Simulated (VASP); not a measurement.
A run of VASP 6.6.1:

Contents of INCAR:

```
SYSTEM = KCd2P2
PREC = Accurate ; ENCUT = 500
EDIFF = 1E-6 ; ISMEAR = 0
SIGMA = 0.1 ; LREAL = .FALSE.
LASPH = .TRUE. ; NELM = 120
ALGO = Normal ; ISIF = 2
LWAVE = .FALSE. ; LCHARG = .TRUE.
GGA = PE ; LELF = .TRUE.
LVHAR = .TRUE. ; NBANDS = 30
GGA_COMPAT = .FALSE.
```

The input KPOINTS:

```
Automatic mesh
0
G
  6 6 8
  0 0 0
```

The input POSCAR:

```
KCd2P2
1.0
    5.5859904010      0.0000000000      0.0000000000
   -2.7929952005      4.8376095926      0.0000000000
    0.0000000000      0.0000000000      5.1627033038
K Cd P
1 2 2
Direct
    0.0000000000      0.0000000000      0.0000000000
    0.3333333333      0.6666666667      0.5000000000
    0.6666666667      0.3333333333      0.5000000000
    0.3333333333      0.6666666667      0.0000000000
    0.6666666667      0.3333333333      0.0000000000
```

Potentials or basis: VASP PAW PBE potentials, release 64 (K_sv, Cd, P).

Launch:

```sh
$ cat potpaw_PBE.64/K_sv/POTCAR potpaw_PBE.64/Cd/POTCAR potpaw_PBE.64/P/POTCAR > POTCAR
$ mpirun -np 1 vasp_std > vasp.out
```

Hardware: 1 thread of Oxide Virtual Turin-like Processor, on a shared host.

Q: Estimate the wall time of this run.

A: Run time: 99 s on 1 thread of Oxide Virtual Turin-like Processor, on a shared host, peak memory 0.29 GiB. Counts: scf iterations 14, k points 35.
